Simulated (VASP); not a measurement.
# SnSe2 (R-3m) in VASP: further runs

Runs on SnSe2. Level: PBE. Tasks: single point.

Program: VASP 6.6.1. These are calculated values, not measurements. Logs are shortened: lines on timing, memory, paths and dates and some standing lists are left out, and cuts for length are marked.

## Step 1: The cell of the first run

Symmetry: R-3m, No. 166, trigonal system. The conventional cell has a = 3.825 Å, b = 3.825 Å, c = 19.005 Å, α = 90.00°, β = 90.00°, γ = 120.00°. Within 3.6 Å of Sn (site symmetry -3m) lie 6 Se at 2.71 Å. Se (site symmetry 3m) has 3 Sn at 2.71 Å within 3.6 Å.

## Step 2: Single point, PBE

INCAR

```
ALGO = Normal ; EDIFF = 1E-6
ENCUT = 520 ; GGA = PE
ISIF = 2 ; ISMEAR = 0
LASPH = T ; LCHARG = T
LELF = T ; LREAL = F
LVHAR = T ; LWAVE = F
NBANDS = 20 ; NELM = 60
PREC = Accurate ; SIGMA = 0.01
```

KPOINTS

```
k-points
0
Gamma
  6 6 6
```

POSCAR

```
SnSe2
1.0
    1.9122916090      1.1040620752      6.3350940106
   -1.9122916090      1.1040620752      6.3350940106
    0.0000000000     -2.2081241505      6.3350940106
Sn Se
1 2
Direct
    0.0000000000      0.0000000000      0.0000000000
    0.2505568934      0.2505568934      0.2505568934
    0.7494431066      0.7494431066      0.7494431066
```

Potentials or basis: VASP PAW PBE potentials, release 64 (Sn_d, Se).

Started as:

```bash
> cat potpaw_PBE.64/Sn_d/POTCAR potpaw_PBE.64/Se/POTCAR > POTCAR
> mpirun -np 1 vasp_std > vasp.out
```

OUTCAR:

```text
EDIFF = 1E-6
   ENCUT = 520
   GGA = PE
   ISIF = 2
   ISMEAR = 0
   LASPH = T
   LREAL = F
   NELM = 60
   PREC = Accurate

 ion  position               nearest neighbor table
   1  0.000  0.000  0.000-   3 2.71   3 2.71   2 2.71   2 2.71   3 2.71   2 2.71
   2  0.251  0.251  0.251-   1 2.71   1 2.71   1 2.71
   3  0.749  0.749  0.749-   1 2.71   1 2.71   1 2.71

  LATTYP: Found a trigonal (rhomboedric) cell.
 ALAT       =     6.7088917406
 COS(alpha) =     0.8375062480

  Lattice vectors:

 A1 = (   1.9122916090,   1.1040620752,   6.3350940106)
 A2 = (  -1.9122916090,   1.1040620752,   6.3350940106)
 A3 = (   0.0000000000,  -2.2081241505,   6.3350940106)

Analysis of symmetry for initial positions (statically):
=====================================================================
 Subroutine PRICEL returns:
 Original cell was already a primitive cell.

 Routine SETGRP: Setting up the symmetry group for a
 trigonal (rhombohedral) supercell.

 Subroutine GETGRP returns: Found 12 space group operations
 (whereof 12 operations were pure point group operations)
 out of a pool of 12 trial point group operations.

The static configuration has the point symmetry D_3d.

Analysis of symmetry for dynamics (positions and initial velocities):
=====================================================================
 Subroutine PRICEL returns:
 Original cell was already a primitive cell.

 Routine SETGRP: Setting up the symmetry group for a
 trigonal (rhombohedral) supercell.

 Subroutine GETGRP returns: Found 12 space group operations
 (whereof 12 operations were pure point group operations)
 out of a pool of 12 trial point group operations.

The dynamic configuration has the point symmetry D_3d.

 Subroutine INISYM returns: Found 12 space group operations
 (whereof 12 operations are pure point group operations),
 and found     1 'primitive' translations

----------------------------------------------------------------------------------------

                                     Primitive cell

  volume of cell :      80.2513

  direct lattice vectors                    reciprocal lattice vectors
     1.912291609  1.104062075  6.335094011     0.261466399  0.150957696  0.052616951
    -1.912291609  1.104062075  6.335094011    -0.261466399  0.150957696  0.052616951
     0.000000000 -2.208124151  6.335094011     0.000000000 -0.301915391  0.052616951

  length of vectors
     6.708891741  6.708891741  6.708891741     0.306466062  0.306466062  0.306466062

  position of ions in fractional coordinates (direct lattice)
     0.000000000  0.000000000  0.000000000
     0.250556893  0.250556893  0.250556893
     0.749443107  0.749443107  0.749443107

  ion indices of the primitive-cell ions
   primitive index   ion index
                 1           1
                 2           2
                 3           3

----------------------------------------------------------------------------------------

 KPOINTS: k-points

Automatic generation of k-mesh.
 Grid dimensions read from file:
 generate k-points for:    6    6    6

 Generating k-lattice:

  Cartesian coordinates                     Fractional coordinates (reciprocal lattice)
     0.043577733  0.025159616  0.008769492     0.166666667  0.000000000  0.000000000
    -0.043577733  0.025159616  0.008769492     0.000000000  0.166666667  0.000000000
     0.000000000 -0.050319232  0.008769492    -0.000000000 -0.000000000  0.166666667

  Length of vectors
     0.051077677  0.051077677  0.051077677

  Shift w.r.t. Gamma in fractional coordinates (k-lattice)
     0.000000000  0.000000000  0.000000000

 Subroutine IBZKPT returns following result:
 ===========================================

 Found     32 irreducible k-points:

 Following reciprocal coordinates:
            Coordinates               Weight
  0.000000  0.000000  0.000000      1.000000
  0.166667  0.000000  0.000000      6.000000
  0.333333  0.000000  0.000000      6.000000
  0.500000  0.000000  0.000000      3.000000
  0.166667  0.166667  0.000000      6.000000
  0.333333  0.166667  0.000000     12.000000
[... 16 lines left out ...]
  0.500000  0.500000  0.166667      6.000000
 -0.333333  0.500000  0.166667     12.000000
 [... further k-points ...]
   k-points           NKPTS =     32   k-points in BZ     NKDIM =     32   number of bands    NBANDS=     20
   number of dos      NEDOS =    301   number of ions     NIONS =      3
   total plane-waves  NPLWV = 125000
   dimension x,y,z NGX =    50 NGY =   50 NGZ =   50
   dimension x,y,z NGXF=   100 NGYF=  100 NGZF=  100
   ions per type =               1   2
   NGX,Y,Z   is equivalent  to a cutoff of  12.39, 12.39, 12.39 a.u.
   NGXF,Y,Z  is equivalent  to a cutoff of  24.78, 24.78, 24.78 a.u.
 SYSTEM =  unknown system
   PREC   = accura    normal or accurate (medium, high low for compatibility)
   ISTART =      0    job   : 0-new  1-cont  2-samecut
   ICHARG =      2    charge: 1-file 2-atom 10-const
   ISPIN  =      1    spin polarized calculation?
   LNONCOLLINEAR =      F non collinear calculations
   LSORBIT =      F    spin-orbit coupling
   LASPH  =      T    aspherical Exc in radial PAW
   ENCUT  =  520.0 eV  38.22 Ry    6.18 a.u.  12.47 12.47 12.47*2*pi/ulx,y,z
   NELM   =     60;   NELMIN=  2; NELMDL= -5     # of ELM steps
   EDIFF  = 0.1E-05   stopping-criterion for ELM
   LREAL  =      F    real-space projection
   EDIFFG = 0.1E-04   stopping-criterion for IOM
   NSW    =      0    number of steps for IOM
   IBRION =     -1    ionic relax: 0-MD 1-quasi-New 2-CG
   NFREE  =      0    steps in history (QN), initial steepest desc. (CG)
   ISIF   =      2    stress and relaxation
   ISYM   =      2    0-nonsym 1-usesym 2-fastsym
   POTIM  = 0.5000    time-step for ionic-motion
   TEBEG  =    0.0;   TEEND  =   0.0 temperature during run
   PSTRESS=    0.0 pullay stress
   NELECT =      26.0000    total number of electrons
   NUPDOWN=      -1.0000    fix difference up-down
   EMIN   =  10.00;   EMAX   =-10.00  energy-range for DOS
   EFERMI =   0.00;   METHOD = LEGACY
   ISMEAR =     0;   SIGMA  =   0.01  broadening in eV -4-tet -1-fermi 0-gaus
   EFERMI_NEDOS =   21; number of points for ismear=-14 and -15
   IALGO  =     38    algorithm
   IMIX   =      4    mixing-type and parameters
     AMIX     =   0.40;   BMIX     =  1.00
     AMIX_MAG =   1.60;   BMIX_MAG =  1.00
  volume/ion in A,a.u.               =      26.75       180.52
  Fermi-wavevector in a.u.,A,eV,Ry     =   1.124386  2.124781 17.201072  1.264243
  Thomas-Fermi vector in A             =   2.261057
   LORBIT       =      0    0 simple, 1 ext, 2 COOP (PROOUT), +10 PAW based schemes
   GGA     = PE    functional components
   LHFCALC =     F    Hartree Fock is set to
   AEXX    =    0.0000 exact exchange contribution
   IVDW    =     0    specifies the selected vdW correction
   LEPSILON=     F    determine dielectric tensor
   LRPA    =     F    only Hartree local field effects (RPA)
 non-spin polarized calculation
 Gauss-broadening in eV      SIGMA  =   0.01
  energy-cutoff  :      520.00
  volume of cell :       80.25
 maximum number of plane-waves:      2184
 NGX is ok and might be reduce to    50
   NGX = 25   NGY = 25   NGZ = 25

 number of electron      26.0000004 magnetization

 Free energy of the ion-electron system (eV)
  ---------------------------------------------------
  ext. energy  EPLUGINS =         0.00000000
  ---------------------------------------------------
  free energy    TOTEN  =       -11.79968471 eV

  energy without entropy =      -11.79968471  energy(sigma->0) =      -11.79968471

 E-fermi :   3.8394     XC(G=0):  -9.2662

 val. band max:        3.7883419203   @ k =  -0.1667   0.1667   0.0000
 cond. band min:       4.0921482561   @ k =   0.5000   0.5000   0.0000
 fundamental gap:      0.3038063358
 Fermi energy:         3.8394308622

 k-point     1 :       0.0000    0.0000    0.0000
  band No.  band energies     occupation
      1     -17.4657      2.00000
      2     -17.4657      2.00000
      3     -17.4305      2.00000
      4     -17.4183      2.00000
      5     -17.4183      2.00000
      6      -9.9784      2.00000
[... 12 lines left out ...]
     19      12.3053      0.00000
     20      12.3053      0.00000

 k-point     2 :       0.1667    0.0000    0.0000
  band No.  band energies     occupation
      1     -17.4772      2.00000
      2     -17.4570      2.00000
      3     -17.4263      2.00000
      4     -17.4211      2.00000
      5     -17.4166      2.00000
      6      -9.7088      2.00000
[... 12 lines left out ...]
     19      12.5956      0.00000
     20      12.8670      0.00000

 k-point     3 :       0.3333    0.0000    0.0000
  band No.  band energies     occupation
      1     -17.5038      2.00000
      2     -17.4469      2.00000
      3     -17.4360      2.00000
      4     -17.4058      2.00000
      5     -17.4049      2.00000
      6      -8.9887      2.00000
[... 12 lines left out ...]
     19      12.3847      0.00000
     20      13.4529      0.00000

 k-point     4 :       0.5000    0.0000    0.0000
  band No.  band energies     occupation
      1     -17.5178      2.00000
      2     -17.4455      2.00000
      3     -17.4406      2.00000
      4     -17.3967      2.00000
      5     -17.3964      2.00000
      6      -8.3302      2.00000
[... 12 lines left out ...]
     19      12.7239      0.00000
     20      13.7311      0.00000

 k-point     5 :       0.1667    0.1667    0.0000
  band No.  band energies     occupation
      1     -17.4772      2.00000
      2     -17.4570      2.00000
      3     -17.4263      2.00000
      4     -17.4211      2.00000
      5     -17.4166      2.00000
      6      -9.6989      2.00000
[... 12 lines left out ...]
     19      12.4771      0.00000
     20      12.7472      0.00000
[... 353 lines left out ...]
      6      -8.3881      2.00000
[... 12 lines left out ...]
     19      12.5370      0.00000
     20      13.8179      0.00000

 k-point    22 :      -0.1667    0.3333    0.1667
  band No.  band energies     occupation
      1     -17.5039      2.00000
      2     -17.4567      2.00000
      3     -17.4324      2.00000
      4     -17.4079      2.00000
      5     -17.3965      2.00000
      6      -8.4740      2.00000
[... 12 lines left out ...]
     19      12.7767      0.00000
     20      13.0176      0.00000

 k-point    23 :       0.5000    0.5000    0.1667
  band No.  band energies     occupation
      1     -17.5038      2.00000
      2     -17.4469      2.00000
      3     -17.4360      2.00000
      4     -17.4058      2.00000
      5     -17.4049      2.00000
      6      -8.9106      2.00000
[... 12 lines left out ...]
     19      12.8325      0.00000
     20      13.8117      0.00000

 k-point    24 :      -0.3333    0.5000    0.1667
  band No.  band energies     occupation
      1     -17.5039      2.00000
      2     -17.4567      2.00000
      3     -17.4324      2.00000
      4     -17.4079      2.00000
      5     -17.3964      2.00000
      6      -8.4029      2.00000
[... 12 lines left out ...]
     19      12.7903      0.00000
     20      14.3824      0.00000

 [... further k-points ...]

------------------------ aborting loop because EDIFF is reached ----------------------------------------

  FORCE on cell =-STRESS in cart. coord.  units (eV):
  Direction    XX          YY          ZZ          XY          YZ          ZX
  --------------------------------------------------------------------------------------
  -------------------------------------------------------------------------------------
  Total        1.4724283      1.4724283      1.5311302     -0.0000000     -0.0000000      0.0000000
  in kB       29.3963093     29.3963093     30.5682637     -0.0000000     -0.0000000      0.0000000
  external PRESSURE =      29.7869608 kB  Pullay stress =       0.0000000 kB

 VOLUME and BASIS-vectors are now :
 -----------------------------------------------------------------------------
  energy-cutoff  :      520.00
  volume of cell :       80.25
      direct lattice vectors                 reciprocal lattice vectors
     1.912291609  1.104062075  6.335094011     0.261466399  0.150957696  0.052616951
    -1.912291609  1.104062075  6.335094011    -0.261466399  0.150957696  0.052616951
     0.000000000 -2.208124151  6.335094011     0.000000000 -0.301915391  0.052616951

 POSITION                                       TOTAL-FORCE (eV/Angst)
 -----------------------------------------------------------------------------------
      0.00000      0.00000      0.00000         0.000000      0.000000     -0.000000
      0.00000     -0.00000      4.76190         0.000000      0.000000     -0.251222
      0.00000     -0.00000     14.24338         0.000000     -0.000000      0.251222
 -----------------------------------------------------------------------------------
    total drift:                                0.000000      0.000000      0.000000

  FREE ENERGIE OF THE ION-ELECTRON SYSTEM (eV)
  ---------------------------------------------------
  free  energy   TOTEN  =       -11.7996847125 eV

  energy  without entropy=      -11.7996847125  energy(sigma->0) =      -11.79968471
```

It took 3.4 min on 1 thread of Intel Xeon 8259CL, shared host; peak memory 0.36 GiB.

Results:

| Item | Value |
| --- | --- |
| Free energy | -11.7997 eV |
| Pressure | 3.0 GPa |
| Largest force | 0.251 eV/Å |
| Band gap on the k mesh | 0.30 eV, indirect (least direct gap 0.54 eV) |

Forces on the atoms (eV/Å):
```
Sn   0.000  0.000  0.000
Se   0.000  0.000 -0.251
Se   0.000  0.000  0.251
```

Stress tensor (GPa, compression positive):
```
2.94 0.00 0.00
0.00 2.94 0.00
0.00 0.00 3.06
```

Caveat: spin-orbit coupling is left out, which moves the levels of the heavy elements. A k mesh can miss the band edges.

## Step 3: Single point, PBE

INCAR

```
SYSTEM = SnSe2
ALGO = Normal ; EDIFF = 1E-6
ENCUT = 520 ; GGA = PE
ISIF = 2 ; ISMEAR = 0
LASPH = .TRUE. ; LCHARG = .FALSE.
LREAL = .FALSE. ; LWAVE = .FALSE.
NBANDS = 20 ; NELM = 100
PREC = Accurate ; SIGMA = 0.01
```

KPOINTS

```
k-points
0
G
  6 6 6
  0 0 0
```

POSCAR is that of step 2.

Potentials or basis: VASP PAW PBE potentials, release 64 (Sn_d, Se).

Started as:

```bash
> cat potpaw_PBE.64/Sn_d/POTCAR potpaw_PBE.64/Se/POTCAR > POTCAR
> mpirun -np 1 vasp_std > vasp.out
```

Run time: 3.5 min. Hardware: 1 thread of Intel Xeon 8259CL, shared host; peak memory 0.36 GiB.

Results (log left out):

```yaml
Free_energy: -11.7997 eV
Pressure: 3.0 GPa
Largest_force: 0.251 eV/Å
Band_gap_on_the_k_mesh: 0.30 eV, indirect (least direct gap 0.54 eV)
```

Forces on the atoms (eV/Å):
```
Sn   0.000  0.000  0.000
Se   0.000  0.000 -0.251
Se   0.000  0.000  0.251
```

Stress tensor (GPa, compression positive):
```
2.94 0.00 0.00
0.00 2.94 0.00
0.00 0.00 3.06
```

Levels at points of the mesh, in eV from the valence-band top:
```
           k point  band 11  band 12  band 13  band 14  band 15  band 16
(0.00, 0.00, 0.00)    -0.29    -0.29    -0.24     1.00     3.01     4.47
(0.50, 0.00, 0.00)    -2.33    -1.43    -0.63     1.11     3.93     6.08
(0.50, 0.50, 0.00)    -2.22    -0.31    -0.24     0.30     3.70     5.04
(0.50, 0.50, 0.50)    -0.69    -0.16    -0.16     2.39     3.01     4.55
```

Caveat: spin-orbit coupling is left out, which moves the levels of the heavy elements.
